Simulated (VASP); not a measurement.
# Bi (Im-3m) in VASP: notebook, part 2 of 2

VASP 6.6.1. The steps go on from the part before.

## Step 5: Single point, r2SCAN (32.92 Å³/atom)

This run uses another cell than the first one, of 32.92 Å³/atom.

File POSCAR:

```
Bi
1.0
   -2.0190326498      2.0190326498      2.0190326498
    2.0190326498     -2.0190326498      2.0190326498
    2.0190326498      2.0190326498     -2.0190326498
Bi
1
Direct
    0.0000000000      0.0000000000      0.0000000000
```

File INCAR.step1:

```
SYSTEM = Bi
PREC = Accurate
ENCUT = 520
ISMEAR = 0
SIGMA = 0.1
LREAL = .False.
LASPH = .True.
NELM = 60
NBANDS = 14
GGA = PE
ALGO = Normal
EDIFF = 1E-4
LWAVE = .True.
LCHARG = .False.
```

File INCAR.step2:

```
SYSTEM = Bi
PREC = Accurate
ENCUT = 520
EDIFF = 1E-7
ISMEAR = 0
SIGMA = 0.1
LREAL = .False.
LASPH = .True.
NELM = 60
ALGO = Normal
ISIF = 2
LWAVE = .False.
LCHARG = .False.
METAGGA = R2SCAN
LMIXTAU = .True.
NBANDS = 14
ISTART = 1
```

File KPOINTS:

```
Automatic mesh
0
Gamma
  16 16 16
  0 0 0
```

Potentials or basis: VASP PAW PBE potentials, release 64 (Bi_d).

The run is started by

```
$ cat potpaw_PBE.64/Bi_d/POTCAR > POTCAR
$ cp INCAR.step1 INCAR
$ mpirun -np 1 vasp_std > vasp.out
$ cp INCAR.step2 INCAR
$ mpirun -np 1 vasp_std > vasp.out
```

OUTCAR:

```text
SYSTEM = Bi
   PREC = Accurate
   ENCUT = 520
   EDIFF = 1E-7
   ISMEAR = 0
   LREAL = .False.
   LASPH = .True.
   NELM = 60
   ISIF = 2
   METAGGA = R2SCAN
   ISTART = 1

 ion  position               nearest neighbor table
   1  0.000  0.000  0.000-

  LATTYP: Found a body centered cubic cell.
 ALAT       =     4.0380652996

  Lattice vectors:

 A1 = (  -2.0190326498,   2.0190326498,   2.0190326498)
 A2 = (   2.0190326498,  -2.0190326498,   2.0190326498)
 A3 = (   2.0190326498,   2.0190326498,  -2.0190326498)

Analysis of symmetry for initial positions (statically):
=====================================================================
 Subroutine PRICEL returns:
 Original cell was already a primitive cell.

 Routine SETGRP: Setting up the symmetry group for a
 body centered cubic supercell.

 Subroutine GETGRP returns: Found 48 space group operations
 (whereof 48 operations were pure point group operations)
 out of a pool of 48 trial point group operations.

The static configuration has the point symmetry O_h .

Analysis of symmetry for dynamics (positions and initial velocities):
=====================================================================
 Subroutine PRICEL returns:
 Original cell was already a primitive cell.

 Routine SETGRP: Setting up the symmetry group for a
 body centered cubic supercell.

 Subroutine GETGRP returns: Found 48 space group operations
 (whereof 48 operations were pure point group operations)
 out of a pool of 48 trial point group operations.

The dynamic configuration has the point symmetry O_h .

 Subroutine INISYM returns: Found 48 space group operations
 (whereof 48 operations are pure point group operations),
 and found     1 'primitive' translations

----------------------------------------------------------------------------------------

                                     Primitive cell

  volume of cell :      32.9223

  direct lattice vectors                    reciprocal lattice vectors
    -2.019032650  2.019032650  2.019032650     0.000000000  0.247643345  0.247643345
[... 115 lines left out ...]
 non-spin polarized calculation
 Gauss-broadening in eV      SIGMA  =   0.10
  energy-cutoff  :      520.00
  volume of cell :       32.92
 maximum number of plane-waves:       935
 NGX is ok and might be reduce to    28
   NGX = 13   NGY = 13   NGZ = 13

 number of electron      15.0000006 magnetization

 Free energy of the ion-electron system (eV)
  ---------------------------------------------------
  ext. energy  EPLUGINS =         0.00000000
  ---------------------------------------------------
  free energy    TOTEN  =       -58.25460251 eV

  energy without entropy =      -58.25004213  energy(sigma->0) =      -58.25232232

 E-fermi :   7.1273     XC(G=0): -10.7636

 val. band max:        7.1095128086   @ k =   0.3125   0.2500   0.1250
 cond. band min:       7.1277857471   @ k =   0.1875   0.0625   0.0000
 fundamental gap:      0.0182729385
 Fermi energy:         7.1272886040

 k-point     1 :       0.0000    0.0000    0.0000
  band No.  band energies     occupation
      1     -16.5590      2.00000
      2     -16.5590      2.00000
      3     -16.5590      2.00000
      4     -16.4402      2.00000
      5     -16.4402      2.00000
      6      -6.5889      2.00000
      7      12.0737      0.00000
      8      12.0737      0.00000
      9      12.0737      0.00000
     10      16.5300      0.00000
     11      18.4094      0.00000
     12      18.4094      0.00000
     13      18.4094      0.00000
     14      18.9591      0.00000
[... 377 lines left out ...]
      1     -16.5688      2.00000
      2     -16.5191      2.00000
      3     -16.4589      2.00000
      4     -16.4534      2.00000
      5     -16.4067      2.00000
      6      -4.2932      2.00000
      7       4.1751      2.00000
      8       7.0752      1.53848
      9      10.0509      0.00000
     10      15.3528      0.00000
     11      16.9606      0.00000
     12      19.2303      0.00000
     13      21.3187      0.00000
     14      21.9780      0.00000

 [... further k-points ...]

------------------------ aborting loop because EDIFF is reached ----------------------------------------

  FORCE on cell =-STRESS in cart. coord.  units (eV):
  Direction    XX          YY          ZZ          XY          YZ          ZX
  --------------------------------------------------------------------------------------
  -------------------------------------------------------------------------------------
  Total       -0.5634958     -0.5634958     -0.5634958     -0.0000000      0.0000000     -0.0000000
  in kB      -27.4227668    -27.4227668    -27.4227668     -0.0000000      0.0000000     -0.0000000
  external PRESSURE =     -27.4227668 kB  Pullay stress =       0.0000000 kB

 VOLUME and BASIS-vectors are now :
 -----------------------------------------------------------------------------
  energy-cutoff  :      520.00
  volume of cell :       32.92
      direct lattice vectors                 reciprocal lattice vectors
    -2.019032650  2.019032650  2.019032650     0.000000000  0.247643345  0.247643345
     2.019032650 -2.019032650  2.019032650     0.247643345  0.000000000  0.247643345
     2.019032650  2.019032650 -2.019032650     0.247643345  0.247643345  0.000000000

 POSITION                                       TOTAL-FORCE (eV/Angst)
 -----------------------------------------------------------------------------------
      0.00000      0.00000      0.00000         0.000000     -0.000000     -0.000000
 -----------------------------------------------------------------------------------
    total drift:                               -0.000000     -0.000000     -0.000000

  FREE ENERGIE OF THE ION-ELECTRON SYSTEM (eV)
  ---------------------------------------------------
  free  energy   TOTEN  =       -58.2546025068 eV

  energy  without entropy=      -58.2500421298  energy(sigma->0) =      -58.25232232
```

OSZICAR.step1:

```text
N       E                     dE             d eps       ncg     rms          rms(c)
DAV:   1     0.115083915668E+03    0.11508E+03   -0.76932E+03  4114   0.121E+03
DAV:   2     0.308373111205E+01   -0.11200E+03   -0.10857E+03  4414   0.337E+02
DAV:   3    -0.358701774323E+01   -0.66707E+01   -0.66485E+01  5138   0.802E+01
DAV:   4    -0.374438148405E+01   -0.15736E+00   -0.15733E+00  5156   0.132E+01
DAV:   5    -0.375120480360E+01   -0.68233E-02   -0.68232E-02  5910   0.249E+00    0.457E-01
DAV:   6    -0.374821969476E+01    0.29851E-02   -0.79879E-03  5468   0.119E+00    0.282E-01
DAV:   7    -0.374832506700E+01   -0.10537E-03   -0.54491E-03  5326   0.955E-01    0.848E-02
DAV:   8    -0.374842398238E+01   -0.98915E-04   -0.54020E-04  5248   0.334E-01
   1 F= -.37484240E+01 E0= -.37461494E+01  d E =-.454911E-02
```

Wall time 2.2 min (1 thread of Intel Xeon 6975P-C (Granite Rapids), shared host); peak memory 0.2 GiB.

Results:

```yaml
Free_energy: -58.2546 eV
Pressure: -2.7 GPa
Band_gap_on_the_k_mesh: zero (an odd number of electrons rules out a gap without spin polarisation)
```

Levels at points of the mesh, in eV from the Fermi level:
```tsv
k point	band 3	band 4	band 5	band 6	band 7	band 8	band 9	band 10	band 11	band 12
(0.00, 0.00, 0.00)	-23.69	-23.57	-23.57	-13.72	4.95	4.95	4.95	9.40	11.28	11.28
(0.50, 0.00, 0.00)	-23.58	-23.57	-23.49	-10.79	-4.95	1.47	3.54	6.38	7.87	12.99
(0.50, 0.50, 0.50)	-23.51	-23.51	-23.51	-8.74	-1.84	-1.84	-1.84	4.08	4.08	16.08
```

Caveat: the PAW data sets were made with another functional, which shifts forces and pressure a little; spin-orbit coupling is left out, which moves the levels of the heavy elements.

## Step 6: Single point, r2SCAN (34.16 Å³/atom)

This run uses another cell than the first one, of 34.16 Å³/atom.

File POSCAR:

```
Bi
1.0
   -2.0441163656      2.0441163656      2.0441163656
    2.0441163656     -2.0441163656      2.0441163656
    2.0441163656      2.0441163656     -2.0441163656
Bi
1
Direct
    0.0000000000      0.0000000000      0.0000000000
```

File INCAR.step1:

```
ALGO = Normal ; EDIFF = 1E-4
ENCUT = 520 ; GGA = PE
ISMEAR = 0 ; LASPH = True
LCHARG = False ; LREAL = False
LWAVE = True ; NBANDS = 14
NELM = 80 ; PREC = Accurate
SIGMA = 0.1
```

File INCAR.step2:

```
ALGO = Normal ; EDIFF = 1E-7
ENCUT = 520 ; ISIF = 2
ISMEAR = 0 ; ISTART = 1
LASPH = True ; LCHARG = False
LMIXTAU = True ; LREAL = False
LWAVE = False ; METAGGA = R2SCAN
NBANDS = 14 ; NELM = 80
PREC = Accurate ; SIGMA = 0.1
```

File KPOINTS:

```
k-points
0
Gamma
  16 16 16
```

Potentials or basis: VASP PAW PBE potentials, release 64 (Bi_d).

The run is started by

```
$ cat potpaw_PBE.64/Bi_d/POTCAR > POTCAR
$ cp INCAR.step1 INCAR
$ mpirun -np 1 vasp_std > vasp.out
$ cp INCAR.step2 INCAR
$ mpirun -np 1 vasp_std > vasp.out
```

It took 2.3 min on 1 thread of Intel Xeon 6975P-C (Granite Rapids), shared host; peak memory 0.2 GiB.

Results (log left out):

```
Free energy            : -58.2283 eV
Pressure               : -4.1 GPa
Band gap on the k mesh : zero (an odd number of electrons rules out a gap without spin polarisation)
```

Levels at points of the mesh, in eV from the Fermi level:
```csv
k point,band 5,band 6,band 7,band 8,band 9,band 10
"(0.00, 0.00, 0.00)",-23.55,-13.47,4.69,4.69,4.69,8.95
"(0.50, 0.00, 0.00)",-23.49,-10.74,-4.74,1.40,3.42,6.26
"(0.50, 0.50, 0.50)",-23.50,-8.85,-1.76,-1.76,-1.76,4.12
```

Caveat: the cell stands under tension; the PAW data sets were made with another functional, which shifts forces and pressure a little; spin-orbit coupling is left out, which moves the levels of the heavy elements.

## Step 7: Overview

| task | cell | k mesh | cutoff (eV) | gap on the mesh (eV) | pressure (GPa) |
| --- | --- | --- | --- | --- | --- |
| single point | a = 3.395 Å, angles 109.5°, 1 atom | 16 × 16 × 16 | 520 | none | 1.8 |
| relaxation of cell and atoms | relaxed to 40.8 GPa from a = 3.432 Å, angles 109.5°, 1 atom | 8 × 8 × 8 | 600 | none | 40.9 |
| single point | a = 3.464 Å, angles 109.5°, 1 atom | 16 × 16 × 16 | 520 | none | -1.5 |
| single point | a = 3.497 Å, angles 109.5°, 1 atom | 16 × 16 × 16 | 520 | none | -2.7 |
| single point | a = 3.541 Å, angles 109.5°, 1 atom | 16 × 16 × 16 | 520 | none | -4.1 |

Alike in all rows: level r2SCAN; potentials or basis VASP PAW PBE potentials, release 64 (Bi_d); no spin polarisation; smearing gaussian 0.1 eV.

Caveats: the PAW data sets were made with another functional, which shifts forces and pressure a little; spin-orbit coupling is left out, which moves the levels of the heavy elements; the cell is relaxed towards a set pressure, so the run minimises the enthalpy, not the energy (at least some runs); the volume moved by over 15 % at a fixed basis, so the end points are rough (at least some runs); the cell stands under tension (at least some runs).

Absolute energies hang on the potentials; compare differences alone.

The gap in the log of VASP goes by the Fermi energy; the results here count the filled bands.